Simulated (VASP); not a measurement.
# SrCl2 (R3m) in VASP: notebook, part 2 of 2

VASP 6.6.1. Earlier steps stand in the parts before.

**5. Single point, r2SCAN**

POSCAR

```
SrCl2
1.0
    2.0857437684      1.2042047261      6.1350482706
   -2.0857437684      1.2042047261      6.1350482706
    0.0000000000     -2.4084094522      6.1350482706
Sr Cl
1 2
Direct
    0.0002014275      0.0002014275      0.0002014275
    0.4227725672      0.4227725672      0.4227725672
    0.2436926722      0.2436926722      0.2436926722
```

INCAR.step1

```
  PREC = Accurate
  ENCUT = 520
  ISMEAR = 0
  SIGMA = 0.01
  LREAL = F
  LASPH = T
  NELM = 100
  NBANDS = 19
  GGA = PE
  ALGO = Normal
  EDIFF = 1E-4
  LWAVE = T
  LCHARG = F
```

INCAR.step2

```
  PREC = Accurate
  ENCUT = 520
  EDIFF = 1E-7
  ISMEAR = 0
  SIGMA = 0.01
  LREAL = F
  LASPH = T
  NELM = 100
  ALGO = Normal
  ISIF = 2
  LWAVE = F
  LCHARG = T
  METAGGA = R2SCAN
  LMIXTAU = T
  LELF = T
  LVHAR = T
  NBANDS = 19
  ISTART = 1
```

KPOINTS

```
Automatic mesh
0
Gamma
  4 4 4
```

Potentials or basis: VASP PAW PBE potentials, release 64 (Sr_sv, Cl).

Command:

```console
cat potpaw_PBE.64/Sr_sv/POTCAR potpaw_PBE.64/Cl/POTCAR > POTCAR
cp INCAR.step1 INCAR
mpirun -np 1 vasp_std > vasp.out
cp INCAR.step2 INCAR
mpirun -np 1 vasp_std > vasp.out
```

OUTCAR:

```text
PREC = Accurate
   ENCUT = 520
   EDIFF = 1E-7
   ISMEAR = 0
   LREAL = F
   LASPH = T
   NELM = 100
   ISIF = 2
   METAGGA = R2SCAN
   ISTART = 1

 ion  position               nearest neighbor table
   1  0.000  0.000  0.000-   2 2.92   2 2.92   2 2.92   3 2.92   3 2.92   3 2.92
   2  0.423  0.423  0.423-   1 2.92   1 2.92   1 2.92
   3  0.244  0.244  0.244-   1 2.92   1 2.92   1 2.92

  LATTYP: Found a trigonal (rhomboedric) cell.
 ALAT       =     6.5908461803
 COS(alpha) =     0.7997052560

  Lattice vectors:

 A1 = (   2.0857437684,   1.2042047261,   6.1350482706)
 A2 = (  -2.0857437684,   1.2042047261,   6.1350482706)
 A3 = (   0.0000000000,  -2.4084094522,   6.1350482706)

Analysis of symmetry for initial positions (statically):
=====================================================================
 Subroutine PRICEL returns:
 Original cell was already a primitive cell.

 Routine SETGRP: Setting up the symmetry group for a
 trigonal (rhombohedral) supercell.

 Subroutine GETGRP returns: Found  6 space group operations
 (whereof  6 operations were pure point group operations)
 out of a pool of 12 trial point group operations.

The static configuration has the point symmetry C_3v.

Analysis of symmetry for dynamics (positions and initial velocities):
=====================================================================
 Subroutine PRICEL returns:
 Original cell was already a primitive cell.

 Routine SETGRP: Setting up the symmetry group for a
 trigonal (rhombohedral) supercell.

 Subroutine GETGRP returns: Found  6 space group operations
 (whereof  6 operations were pure point group operations)
 out of a pool of 12 trial point group operations.

The dynamic configuration has the point symmetry C_3v.

 Subroutine INISYM returns: Found  6 space group operations
 (whereof  6 operations are pure point group operations),
 and found     1 'primitive' translations

----------------------------------------------------------------------------------------

                                     Primitive cell

  volume of cell :      92.4550

  direct lattice vectors                    reciprocal lattice vectors
     2.085743768  1.204204726  6.135048271     0.239722639  0.138403930  0.054332634
    -2.085743768  1.204204726  6.135048271    -0.239722639  0.138403930  0.054332634
     0.000000000 -2.408409452  6.135048271     0.000000000 -0.276807860  0.054332634

  length of vectors
     6.590846180  6.590846180  6.590846180     0.282089749  0.282089749  0.282089749

  position of ions in fractional coordinates (direct lattice)
     0.000201428  0.000201428  0.000201428
     0.422772567  0.422772567  0.422772567
     0.243692672  0.243692672  0.243692672

  ion indices of the primitive-cell ions
   primitive index   ion index
                 1           1
                 2           2
                 3           3

----------------------------------------------------------------------------------------

 KPOINTS: Automatic mesh

Automatic generation of k-mesh.
 Grid dimensions read from file:
 generate k-points for:    4    4    4

 Generating k-lattice:

  Cartesian coordinates                     Fractional coordinates (reciprocal lattice)
     0.059930660  0.034600983  0.013583159     0.250000000  0.000000000  0.000000000
    -0.059930660  0.034600983  0.013583159     0.000000000  0.250000000  0.000000000
     0.000000000 -0.069201965  0.013583159     0.000000000  0.000000000  0.250000000

  Length of vectors
     0.070522437  0.070522437  0.070522437

  Shift w.r.t. Gamma in fractional coordinates (k-lattice)
     0.000000000  0.000000000  0.000000000

 Subroutine IBZKPT returns following result:
 ===========================================

 Found     13 irreducible k-points:

 Following reciprocal coordinates:
            Coordinates               Weight
  0.000000  0.000000  0.000000      1.000000
  0.250000  0.000000 -0.000000      6.000000
  0.500000  0.000000 -0.000000      3.000000
  0.250000  0.250000 -0.000000      6.000000
  0.500000  0.250000 -0.000000     12.000000
 -0.250000  0.250000  0.000000      6.000000
  0.500000  0.500000 -0.000000      3.000000
  0.250000  0.250000  0.250000      2.000000
  0.500000  0.250000  0.250000      6.000000
 -0.250000  0.250000  0.250000      6.000000
  0.500000  0.500000  0.250000      6.000000
 -0.250000  0.500000  0.250000      6.000000
  0.500000  0.500000  0.500000      1.000000
   k-points           NKPTS =     13   k-points in BZ     NKDIM =     13   number of bands    NBANDS=     19
   number of dos      NEDOS =    301   number of ions     NIONS =      3
   total plane-waves  NPLWV = 125000
   dimension x,y,z NGX =    50 NGY =   50 NGZ =   50
   dimension x,y,z NGXF=   100 NGYF=  100 NGZF=  100
   ions per type =               1   2
   NGX,Y,Z   is equivalent  to a cutoff of  12.61, 12.61, 12.61 a.u.
   NGXF,Y,Z  is equivalent  to a cutoff of  25.22, 25.22, 25.22 a.u.
 SYSTEM =  unknown system
   PREC   = accura    normal or accurate (medium, high low for compatibility)
   ISTART =      1    job   : 0-new  1-cont  2-samecut
   ICHARG =      0    charge: 1-file 2-atom 10-const
   ISPIN  =      1    spin polarized calculation?
   LNONCOLLINEAR =      F non collinear calculations
   LSORBIT =      F    spin-orbit coupling
   LASPH  =      T    aspherical Exc in radial PAW
   ENCUT  =  520.0 eV  38.22 Ry    6.18 a.u.  12.25 12.25 12.25*2*pi/ulx,y,z
   NELM   =    100;   NELMIN=  2; NELMDL=  0     # of ELM steps
   EDIFF  = 0.1E-06   stopping-criterion for ELM
   LREAL  =      F    real-space projection
   EDIFFG = 0.1E-05   stopping-criterion for IOM
   NSW    =      0    number of steps for IOM
   IBRION =     -1    ionic relax: 0-MD 1-quasi-New 2-CG
   NFREE  =      0    steps in history (QN), initial steepest desc. (CG)
   ISIF   =      2    stress and relaxation
   ISYM   =      2    0-nonsym 1-usesym 2-fastsym
   POTIM  = 0.5000    time-step for ionic-motion
   TEBEG  =    0.0;   TEEND  =   0.0 temperature during run
   PSTRESS=    0.0 pullay stress
   NELECT =      24.0000    total number of electrons
   NUPDOWN=      -1.0000    fix difference up-down
   EMIN   =  10.00;   EMAX   =-10.00  energy-range for DOS
   EFERMI =   0.00;   METHOD = LEGACY
   ISMEAR =     0;   SIGMA  =   0.01  broadening in eV -4-tet -1-fermi 0-gaus
   EFERMI_NEDOS =   21; number of points for ismear=-14 and -15
   IALGO  =     38    algorithm
   IMIX   =      4    mixing-type and parameters
     AMIX     =   0.40;   BMIX     =  1.00
     AMIX_MAG =   1.60;   BMIX_MAG =  1.00
  volume/ion in A,a.u.               =      30.82       207.97
  Fermi-wavevector in a.u.,A,eV,Ry     =   1.044324  1.973485 14.838673  1.090612
  Thomas-Fermi vector in A             =   2.179071
   LORBIT       =      0    0 simple, 1 ext, 2 COOP (PROOUT), +10 PAW based schemes
   METAGGA = R2SCAN    functional components
   LHFCALC =     F    Hartree Fock is set to
   AEXX    =    0.0000 exact exchange contribution
   IVDW    =     0    specifies the selected vdW correction
   LEPSILON=     F    determine dielectric tensor
   LRPA    =     F    only Hartree local field effects (RPA)
 non-spin polarized calculation
 Gauss-broadening in eV      SIGMA  =   0.01
  energy-cutoff  :      520.00
  volume of cell :       92.46
 maximum number of plane-waves:      2531
 NGX is ok and might be reduce to    50
   NGX = 25   NGY = 25   NGZ = 25

 number of electron      23.9999999 magnetization

 Free energy of the ion-electron system (eV)
  ---------------------------------------------------
  ext. energy  EPLUGINS =         0.00000000
  ---------------------------------------------------
  free energy    TOTEN  =       -34.97334990 eV

  energy without entropy =      -34.97334990  energy(sigma->0) =      -34.97334990

 E-fermi :  -0.5248     XC(G=0):  -8.3315

 val. band max:       -0.5843438440   @ k =   0.0000   0.0000   0.0000
 cond. band min:       4.2966499214   @ k =   0.0000   0.0000   0.0000
 fundamental gap:      4.8809937654
 Fermi energy:        -0.5247587368

 k-point     1 :       0.0000    0.0000    0.0000
  band No.  band energies     occupation
      1     -34.9950      2.00000
      2     -16.6156      2.00000
      3     -16.3511      2.00000
      4     -16.3511      2.00000
      5     -14.5044      2.00000
      6     -13.6356      2.00000
[... 263 lines left out ...]
      6     -13.8228      2.00000
[... 11 lines left out ...]
     18       7.1407      0.00000
     19       7.1407      0.00000

------------------------ aborting loop because EDIFF is reached ----------------------------------------

  FORCE on cell =-STRESS in cart. coord.  units (eV):
  Direction    XX          YY          ZZ          XY          YZ          ZX
  --------------------------------------------------------------------------------------
  -------------------------------------------------------------------------------------
  Total        0.4001755      0.4001755      0.3604260      0.0000000     -0.0000000      0.0000000
  in kB        6.9347452      6.9347452      6.2459160      0.0000000     -0.0000000      0.0000000
  external PRESSURE =       6.7051355 kB  Pullay stress =       0.0000000 kB

 VOLUME and BASIS-vectors are now :
 -----------------------------------------------------------------------------
  energy-cutoff  :      520.00
  volume of cell :       92.46
      direct lattice vectors                 reciprocal lattice vectors
     2.085743768  1.204204726  6.135048271     0.239722639  0.138403930  0.054332634
    -2.085743768  1.204204726  6.135048271    -0.239722639  0.138403930  0.054332634
     0.000000000 -2.408409452  6.135048271     0.000000000 -0.276807860  0.054332634

 POSITION                                       TOTAL-FORCE (eV/Angst)
 -----------------------------------------------------------------------------------
      0.00000      0.00000      0.00371         0.000000     -0.000000     -0.001032
      0.00000      0.00000      7.78119         0.000000      0.000000      0.007819
      0.00000      0.00000      4.48520         0.000000     -0.000000     -0.006787
 -----------------------------------------------------------------------------------
    total drift:                                0.000000      0.000000     -0.000754

  FREE ENERGIE OF THE ION-ELECTRON SYSTEM (eV)
  ---------------------------------------------------
  free  energy   TOTEN  =       -34.9733499026 eV

  energy  without entropy=      -34.9733499026  energy(sigma->0) =      -34.97334990
```

It took 3.4 min on 1 thread of Intel Xeon Platinum 8375C at 2.90GHz (Ice Lake), shared host; peak memory 0.39 GiB.

Results:

```
Free energy            : -34.9733 eV
Pressure               : 0.7 GPa
Largest force          : 0.008 eV/Å
Band gap on the k mesh : 4.88 eV, direct
```

Forces on the atoms (eV/Å):
```
Sr   0.000  0.000 -0.001
Cl   0.000  0.000  0.008
Cl   0.000  0.000 -0.007
```

Caveat: the k points lie up to 0.44 Å⁻¹ apart; the PAW data sets were made with another functional, which shifts forces and pressure a little.

**6. The runs side by side**

| level | potentials or basis | gap on the mesh (eV) | pressure (GPa) | largest force (eV/Å) |
| --- | --- | --- | --- | --- |
| PBE | VASP PAW PBE potentials, release 64 (Sr_sv, Cl) | 4.35 | 1.3 | - |
| LDA | VASP PAW LDA potentials, release 64 (Sr_sv, Cl) | 3.93 | -1.9 | 0.24 |
| r2SCAN | VASP PAW PBE potentials, release 64 (Sr_sv, Cl) | 4.88 | 0.7 | 0.01 |

Alike in all rows: task single point; no spin polarisation; cell as given; k mesh 4 × 4 × 4; cutoff (eV) 520; smearing gaussian 0.01 eV.

Caveats: all runs use coarse meshes; the PAW data sets were made with another functional, which shifts forces and pressure a little (some runs).

Absolute energies hang on the potentials; compare differences alone.
